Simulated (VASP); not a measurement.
# TaCo (Pm-3m) in VASP: notebook

Runs on TaCo. Level: LDA. Tasks: single point, relaxation of cell and atoms.

All numbers are computed with VASP 6.6.1; they aren't measurements. Logs are shortened: lines on timing, memory, paths and dates and some standing lists are left out, and cuts for length are marked.

**1. The cell of the first run**

It takes space group Pm-3m (No. 221, cubic). The conventional cell has a = 2.993 Å, b = 2.993 Å, c = 2.993 Å, α = 90.00°, β = 90.00°, γ = 90.00°. Within 3.4 Å of Ta (site symmetry m-3m) lie 8 Co at 2.59 Å and 6 Ta at 2.99 Å. Within 3.4 Å of Co (site symmetry m-3m) lie 8 Ta at 2.59 Å and 6 Co at 2.99 Å.

**2. Single point, LDA, collinear spin, ferromagnetic start**

The input, INCAR:

```
  PREC = Accurate
  ENCUT = 520
  EDIFF = 1E-7
  ISMEAR = 0
  SIGMA = 0.05
  LREAL = F
  LASPH = T
  NELM = 150
  ALGO = Normal
  ISIF = 2
  LWAVE = F
  LCHARG = F
  ISPIN = 2
  MAGMOM = 0 2.5
  LORBIT = 11
  LMAXMIX = 4
  GGA = CA
  NBANDS = 21
```

The input, KPOINTS:

```
regular mesh
0
Gamma
  7 7 7
```

The input, POSCAR:

```
TaCo
1.0
    2.9934700610      0.0000000000      0.0000000000
    0.0000000000      2.9934700610      0.0000000000
    0.0000000000      0.0000000000      2.9934700610
Ta Co
1 1
Direct
    0.0000000000      0.0000000000      0.0000000000
    0.5000000000      0.5000000000      0.5000000000
```

Potentials or basis: VASP PAW LDA potentials, release 64 (Ta_pv, Co).

Started as:

```sh
> cat potpaw_LDA.64/Ta_pv/POTCAR potpaw_LDA.64/Co/POTCAR > POTCAR
> mpirun -np 1 vasp_std > vasp.out
```

OUTCAR:

```text
PREC = Accurate
   ENCUT = 520
   EDIFF = 1E-7
   ISMEAR = 0
   LREAL = F
   LASPH = T
   NELM = 150
   ISIF = 2
   ISPIN = 2
   LORBIT = 11
   GGA = CA

 ion  position               nearest neighbor table
   1  0.000  0.000  0.000-   2 2.59   2 2.59   2 2.59   2 2.59   2 2.59   2 2.59   2 2.59   2 2.59

   2  0.500  0.500  0.500-   1 2.59   1 2.59   1 2.59   1 2.59   1 2.59   1 2.59   1 2.59   1 2.59

  LATTYP: Found a simple cubic cell.
 ALAT       =     2.9934700610

  Lattice vectors:

 A1 = (   2.9934700610,   0.0000000000,   0.0000000000)
 A2 = (   0.0000000000,   2.9934700610,   0.0000000000)
 A3 = (   0.0000000000,   0.0000000000,   2.9934700610)

Analysis of symmetry for initial positions (statically):
=====================================================================
 Subroutine PRICEL returns:
 Original cell was already a primitive cell.

 Routine SETGRP: Setting up the symmetry group for a
 simple cubic supercell.

 Subroutine GETGRP returns: Found 48 space group operations
 (whereof 48 operations were pure point group operations)
 out of a pool of 48 trial point group operations.

The static configuration has the point symmetry O_h .

Analysis of symmetry for dynamics (positions and initial velocities):
=====================================================================
 Subroutine PRICEL returns:
 Original cell was already a primitive cell.

 Routine SETGRP: Setting up the symmetry group for a
 simple cubic supercell.

 Subroutine GETGRP returns: Found 48 space group operations
 (whereof 48 operations were pure point group operations)
 out of a pool of 48 trial point group operations.

The dynamic configuration has the point symmetry O_h .

Analysis of structural, dynamic, and magnetic symmetry:
=====================================================================
 Subroutine PRICEL returns:
 Original cell was already a primitive cell.

 Routine SETGRP: Setting up the symmetry group for a
 simple cubic supercell.

 Subroutine GETGRP returns: Found 48 space group operations
 (whereof 48 operations were pure point group operations)
 out of a pool of 48 trial point group operations.

The overall configuration has the point symmetry O_h .

 Subroutine INISYM returns: Found 48 space group operations
 (whereof 48 operations are pure point group operations),
 and found     1 'primitive' translations

----------------------------------------------------------------------------------------

                                     Primitive cell

  volume of cell :      26.8241

  direct lattice vectors                    reciprocal lattice vectors
     2.993470061  0.000000000  0.000000000     0.334060465  0.000000000  0.000000000
     0.000000000  2.993470061  0.000000000     0.000000000  0.334060465  0.000000000
     0.000000000  0.000000000  2.993470061     0.000000000  0.000000000  0.334060465

  length of vectors
     2.993470061  2.993470061  2.993470061     0.334060465  0.334060465  0.334060465

  position of ions in fractional coordinates (direct lattice)
     0.000000000  0.000000000  0.000000000
     0.500000000  0.500000000  0.500000000

  ion indices of the primitive-cell ions
   primitive index   ion index
                 1           1
                 2           2

----------------------------------------------------------------------------------------

 KPOINTS: regular mesh

Automatic generation of k-mesh.
 Grid dimensions read from file:
 generate k-points for:    7    7    7

 Generating k-lattice:

  Cartesian coordinates                     Fractional coordinates (reciprocal lattice)
     0.047722924  0.000000000  0.000000000     0.142857143  0.000000000  0.000000000
     0.000000000  0.047722924  0.000000000     0.000000000  0.142857143  0.000000000
     0.000000000  0.000000000  0.047722924     0.000000000  0.000000000  0.142857143

  Length of vectors
     0.047722924  0.047722924  0.047722924

  Shift w.r.t. Gamma in fractional coordinates (k-lattice)
     0.000000000  0.000000000  0.000000000

 Subroutine IBZKPT returns following result:
 ===========================================

 Found     20 irreducible k-points:

 Following reciprocal coordinates:
            Coordinates               Weight
  0.000000  0.000000  0.000000      1.000000
  0.142857  0.000000  0.000000      6.000000
  0.285714  0.000000  0.000000      6.000000
  0.428571  0.000000  0.000000      6.000000
  0.142857  0.142857  0.000000     12.000000
  0.285714  0.142857  0.000000     24.000000
[... 12 lines left out ...]
  0.428571  0.428571  0.285714     24.000000
  0.428571  0.428571  0.428571      8.000000
   k-points           NKPTS =     20   k-points in BZ     NKDIM =     20   number of bands    NBANDS=     21
   number of dos      NEDOS =    301   number of ions     NIONS =      2
   total plane-waves  NPLWV =  13824
   dimension x,y,z NGX =    24 NGY =   24 NGZ =   24
   dimension x,y,z NGXF=    48 NGYF=   48 NGZF=   48
   ions per type =               1   1
   NGX,Y,Z   is equivalent  to a cutoff of  13.33, 13.33, 13.33 a.u.
   NGXF,Y,Z  is equivalent  to a cutoff of  26.66, 26.66, 26.66 a.u.
 SYSTEM =  unknown system
   PREC   = accura    normal or accurate (medium, high low for compatibility)
   ISTART =      0    job   : 0-new  1-cont  2-samecut
   ICHARG =      2    charge: 1-file 2-atom 10-const
   ISPIN  =      2    spin polarized calculation?
   LNONCOLLINEAR =      F non collinear calculations
   LSORBIT =      F    spin-orbit coupling
   LASPH  =      T    aspherical Exc in radial PAW
   ENCUT  =  520.0 eV  38.22 Ry    6.18 a.u.   5.57  5.57  5.57*2*pi/ulx,y,z
   NELM   =    150;   NELMIN=  2; NELMDL= -5     # of ELM steps
   EDIFF  = 0.1E-06   stopping-criterion for ELM
   LREAL  =      F    real-space projection
   EDIFFG = 0.1E-05   stopping-criterion for IOM
   NSW    =      0    number of steps for IOM
   IBRION =     -1    ionic relax: 0-MD 1-quasi-New 2-CG
   NFREE  =      0    steps in history (QN), initial steepest desc. (CG)
   ISIF   =      2    stress and relaxation
   ISYM   =      2    0-nonsym 1-usesym 2-fastsym
   POTIM  = 0.5000    time-step for ionic-motion
   TEBEG  =    0.0;   TEEND  =   0.0 temperature during run
   PSTRESS=    0.0 pullay stress
   NELECT =      20.0000    total number of electrons
   NUPDOWN=      -1.0000    fix difference up-down
   EMIN   =  10.00;   EMAX   =-10.00  energy-range for DOS
   EFERMI =   0.00;   METHOD = LEGACY
   ISMEAR =     0;   SIGMA  =   0.05  broadening in eV -4-tet -1-fermi 0-gaus
   EFERMI_NEDOS =   21; number of points for ismear=-14 and -15
   IALGO  =     38    algorithm
   IMIX   =      4    mixing-type and parameters
     AMIX     =   0.40;   BMIX     =  1.00
     AMIX_MAG =   1.60;   BMIX_MAG =  1.00
  volume/ion in A,a.u.               =      13.41        90.51
  Fermi-wavevector in a.u.,A,eV,Ry     =   1.484488  2.805275 29.983206  2.203703
  Thomas-Fermi vector in A             =   2.598018
   LORBIT       =     11    0 simple, 1 ext, 2 COOP (PROOUT), +10 PAW based schemes
   GGA     = CA    functional components
   LHFCALC =     F    Hartree Fock is set to
   AEXX    =    0.0000 exact exchange contribution
   IVDW    =     0    specifies the selected vdW correction
   LEPSILON=     F    determine dielectric tensor
   LRPA    =     F    only Hartree local field effects (RPA)
 spin polarized calculation
 Gauss-broadening in eV      SIGMA  =   0.05
  energy-cutoff  :      520.00
  volume of cell :       26.82
 maximum number of plane-waves:       739
 NGX is ok and might be reduce to    24
   NGX = 11   NGY = 11   NGZ = 11

 number of electron      19.9999985 magnetization      -0.0006003

 number of electron      19.9999985 magnetization       0.0005304

 Free energy of the ion-electron system (eV)
  ---------------------------------------------------
  ext. energy  EPLUGINS =         0.00000000
  ---------------------------------------------------
  free energy    TOTEN  =       -21.23053029 eV

  energy without entropy =      -21.22816033  energy(sigma->0) =      -21.22934531

 E-fermi :   8.5309     XC(G=0): -13.5573

 val. band max:        8.5097185853   @ k =   0.4286   0.2857   0.2857
 cond. band min:       8.6400654860   @ k =   0.4286   0.4286   0.1429
 fundamental gap:      0.1303469006
 Fermi energy:         8.5309425707

 spin component 1

 k-point     1 :       0.0000    0.0000    0.0000
  band No.  band energies     occupation
      1     -25.6031      1.00000
      2     -25.6031      1.00000
      3     -25.6031      1.00000
      4      -0.6495      1.00000
      5       3.5862      1.00000
      6       3.5862      1.00000
[... 13 lines left out ...]
     20      27.2156      0.00000
     21      27.2156      0.00000

 k-point     2 :       0.1429    0.0000    0.0000
  band No.  band energies     occupation
      1     -25.7166      1.00000
      2     -25.5950      1.00000
      3     -25.5950      1.00000
      4      -0.1652      1.00000
      5       3.8193      1.00000
      6       3.8998      1.00000
[... 13 lines left out ...]
     20      26.7285      0.00000
     21      28.2601      0.00000

 k-point     3 :       0.2857    0.0000    0.0000
  band No.  band energies     occupation
      1     -25.9640      1.00000
      2     -25.5767      1.00000
      3     -25.5767      1.00000
      4       1.1034      1.00000
      5       4.4913      1.00000
      6       4.5289      1.00000
[... 13 lines left out ...]
     20      26.1032      0.00000
     21      29.6280      0.00000
[... 361 lines left out ...]
 k-point    19 :       0.4286    0.4286    0.2857
  band No.  band energies     occupation
      1     -26.0415      1.00000
      2     -26.0395      1.00000
      3     -25.8441      1.00000
      4       3.9852      1.00000
      5       5.1074      1.00000
      6       5.2313      1.00000
[... 13 lines left out ...]
     20      23.9406      0.00000
     21      23.9927      0.00000

 k-point    20 :       0.4286    0.4286    0.4286
  band No.  band energies     occupation
      1     -26.0225      1.00000
      2     -26.0217      1.00000
      3     -26.0217      1.00000
      4       4.6695      1.00000
      5       5.0081      1.00000
      6       5.0081      1.00000
[... 13 lines left out ...]
     20      23.3993      0.00000
     21      23.3993      0.00000
 Fermi energy:         8.5309425707

 spin component 2

 k-point     1 :       0.0000    0.0000    0.0000
  band No.  band energies     occupation
      1     -25.6031      1.00000
      2     -25.6031      1.00000
      3     -25.6031      1.00000
      4      -0.6495      1.00000
      5       3.5864      1.00000
      6       3.5864      1.00000
[... 13 lines left out ...]
     20      27.2157      0.00000
     21      27.2157      0.00000

 k-point     2 :       0.1429    0.0000    0.0000
  band No.  band energies     occupation
      1     -25.7166      1.00000
      2     -25.5950      1.00000
      3     -25.5950      1.00000
      4      -0.1652      1.00000
      5       3.8195      1.00000
      6       3.9000      1.00000
[... 13 lines left out ...]
     20      26.7285      0.00000
     21      28.2600      0.00000

 k-point     3 :       0.2857    0.0000    0.0000
  band No.  band energies     occupation
      1     -25.9640      1.00000
      2     -25.5767      1.00000
      3     -25.5767      1.00000
      4       1.1033      1.00000
      5       4.4915      1.00000
      6       4.5291      1.00000
[... 13 lines left out ...]
     20      26.1033      0.00000
     21      29.6280      0.00000
[... 361 lines left out ...]
 k-point    19 :       0.4286    0.4286    0.2857
  band No.  band energies     occupation
      1     -26.0415      1.00000
      2     -26.0395      1.00000
      3     -25.8441      1.00000
      4       3.9853      1.00000
      5       5.1076      1.00000
      6       5.2314      1.00000
[... 13 lines left out ...]
     20      23.9407      0.00000
     21      23.9927      0.00000

 k-point    20 :       0.4286    0.4286    0.4286
  band No.  band energies     occupation
      1     -26.0225      1.00000
      2     -26.0217      1.00000
      3     -26.0217      1.00000
      4       4.6695      1.00000
      5       5.0081      1.00000
      6       5.0081      1.00000
[... 13 lines left out ...]
     20      23.3993      0.00000
     21      23.3993      0.00000

------------------------ aborting loop because EDIFF is reached ----------------------------------------

  FORCE on cell =-STRESS in cart. coord.  units (eV):
  Direction    XX          YY          ZZ          XY          YZ          ZX
  --------------------------------------------------------------------------------------
  -------------------------------------------------------------------------------------
  Total        0.0698127      0.0698127      0.0698127     -0.0000000     -0.0000000      0.0000000
  in kB        4.1698464      4.1698464      4.1698464     -0.0000000     -0.0000000      0.0000000
  external PRESSURE =       4.1698464 kB  Pullay stress =       0.0000000 kB

 VOLUME and BASIS-vectors are now :
 -----------------------------------------------------------------------------
  energy-cutoff  :      520.00
  volume of cell :       26.82
      direct lattice vectors                 reciprocal lattice vectors
     2.993470061  0.000000000  0.000000000     0.334060465  0.000000000  0.000000000
     0.000000000  2.993470061  0.000000000     0.000000000  0.334060465  0.000000000
     0.000000000  0.000000000  2.993470061     0.000000000  0.000000000  0.334060465

 POSITION                                       TOTAL-FORCE (eV/Angst)
 -----------------------------------------------------------------------------------
      0.00000      0.00000      0.00000         0.000000      0.000000      0.000000
      1.49674      1.49674      1.49674         0.000000      0.000000      0.000000
 -----------------------------------------------------------------------------------
    total drift:                                0.000000      0.000000     -0.000000

  FREE ENERGIE OF THE ION-ELECTRON SYSTEM (eV)
  ---------------------------------------------------
  free  energy   TOTEN  =       -21.2305302868 eV

  energy  without entropy=      -21.2281603347  energy(sigma->0) =      -21.22934531

 total charge

# of ion       s       p       d       tot
------------------------------------------
    1        0.394   6.211   2.371   8.976
    2        0.562   0.528   7.456   8.546
--------------------------------------------------
tot          0.956   6.739   9.827  17.523

 magnetization (x)

# of ion       s       p       d       tot
------------------------------------------
    1       -0.000  -0.000   0.000  -0.000
    2        0.000   0.000   0.000   0.000
--------------------------------------------------
tot          0.000  -0.000   0.000   0.000
```

Wall time 10 s (1 thread of Intel Xeon 6975P-C (Granite Rapids), shared host); peak memory 0.15 GiB.

Results:

| Item | Value |
| --- | --- |
| Free energy | -21.2305 eV |
| Pressure | 0.4 GPa |
| Band gap on the k mesh | zero (filled and empty bands overlap) |
| Net moment | 0.00 μB per cell |
| Valence electrons inside the program's atomic spheres | Ta 8.98; Co 8.55 |

Levels at points of the mesh, in eV from the Fermi level:
Spin up:
```csv
k point,band 8,band 9,band 10,band 11,band 12,band 13
"(0.00, 0.00, 0.00)",-1.80,-1.80,0.63,0.63,4.51,4.51
```
Spin down:
| k point | band 7 | band 8 | band 9 | band 10 | band 11 | band 12 | band 13 | band 14 |
| --- | --- | --- | --- | --- | --- | --- | --- | --- |
| (0.00, 0.00, 0.00) | -1.80 | -1.80 | -1.80 | 0.63 | 0.63 | 4.51 | 4.51 | 4.51 |

Caveat: the starting moments collapsed, and a magnetic state may lie lower; spin-orbit coupling is left out, which moves the levels of the heavy elements.

**3. Relaxation of cell and atoms, LDA, collinear spin, ferromagnetic start**

This run uses another cell than the first one, of 14.44 Å³/atom, 1.077 times its volume.

The input, INCAR:

```
SYSTEM = TaCo
PREC     = Accurate       ! precision mode
ENCUT    = 600            ! plane-wave cutoff, eV
EDIFF    = 1E-6           ! SCF threshold, eV
ISMEAR   = 0              ! smearing method
SIGMA    = 0.05           ! smearing width, eV
LREAL    = .FALSE.        ! projectors in reciprocal space
LASPH    = .TRUE.         ! aspherical terms in the spheres
NELM     = 150            ! most SCF steps
ALGO     = Normal         ! electronic algorithm
ISIF     = 3              ! what is computed and relaxed
LWAVE    = .FALSE.        ! write WAVECAR
LCHARG   = .FALSE.        ! write CHGCAR
ISPIN    = 2              ! spin polarisation
MAGMOM   = 0 2.5          ! initial moments
LORBIT   = 11             ! projections on sites
LMAXMIX  = 4              ! l up to which the mixer works
GGA      = CA             ! functional
IBRION   = 2              ! ionic algorithm
NSW      = 80             ! ionic steps
EDIFFG   = -0.03          ! ionic threshold
```

The input, KPOINTS:

```
Automatic mesh
0
G
  7 7 7
  0 0 0
```

The input, POSCAR:

```
TaCo
1.0
    3.0683990000      0.0000000000      0.0000000000
    0.0000000000      3.0683990000      0.0000000000
    0.0000000000      0.0000000000      3.0683990000
Ta Co
1 1
Direct
    0.0000000000      0.0000000000      0.0000000000
    0.5000000000      0.5000000000      0.5000000000
```

Potentials or basis: VASP PAW LDA potentials, release 64 (Ta_pv, Co).

Started as:

```sh
> cat potpaw_LDA.64/Ta_pv/POTCAR potpaw_LDA.64/Co/POTCAR > POTCAR
> mpirun -np 1 vasp_std > vasp.out
```

Run time: 44 s. Hardware: 1 thread of Intel Xeon 6975P-C (Granite Rapids), shared host; peak memory 0.17 GiB.

It converged, with:

```
Free energy                                           : -21.2314 eV
Relaxed volume                                        : 13.45 Å³/atom
Relaxed cell                                          : a = 2.996 Å, b = 2.996 Å, c = 2.996 Å, α = 90.00°, β = 90.00°, γ = 90.00°
Space group after relaxing (to 0.05 Å)                : Pm-3m (No. 221)
Energy gained by relaxing                             : 54.7 meV/atom
Ionic steps                                           : 4
Pressure after relaxing                               : -0.1 GPa
Band gap on the k mesh                                : zero (filled and empty bands overlap)
Net moment                                            : 0.00 μB per cell
Valence electrons inside the program's atomic spheres : Ta 8.97; Co 8.54
```

The path:
```tsv
step	energy change (eV)	largest force (eV/Å)	pressure (GPa)	volume (Å³)
1	0.0000	0.0000	-16.32	28.89
2	0.4388	0.0000	54.01	23.16
3	-0.1092	0.0000	-0.91	26.97
4	-0.1094	0.0000	-0.14	26.89
```

Final structure:
```
Ta Co
1.0
     2.99609    0.00000    0.00000
     0.00000    2.99609    0.00000
     0.00000    0.00000    2.99609
Ta Co
1 1
Direct
  0.00000 0.00000 0.00000
  0.50000 0.50000 0.50000
```

Levels at points of the mesh, in eV from the Fermi level:
Spin up:
```csv
k point,band 7,band 8,band 9,band 10,band 11,band 12,band 13,band 14
"(0.00, 0.00, 0.00)",-1.79,-1.79,-1.79,0.63,0.63,4.50,4.50,4.50
```
Spin down:
| k point | band 7 | band 8 | band 9 | band 10 | band 11 | band 12 | band 13 | band 14 |
| --- | --- | --- | --- | --- | --- | --- | --- | --- |
| (0.00, 0.00, 0.00) | -1.79 | -1.79 | -1.79 | 0.63 | 0.63 | 4.50 | 4.50 | 4.50 |

Caveat: the starting moments collapsed, and a magnetic state may lie lower; spin-orbit coupling is left out, which moves the levels of the heavy elements.
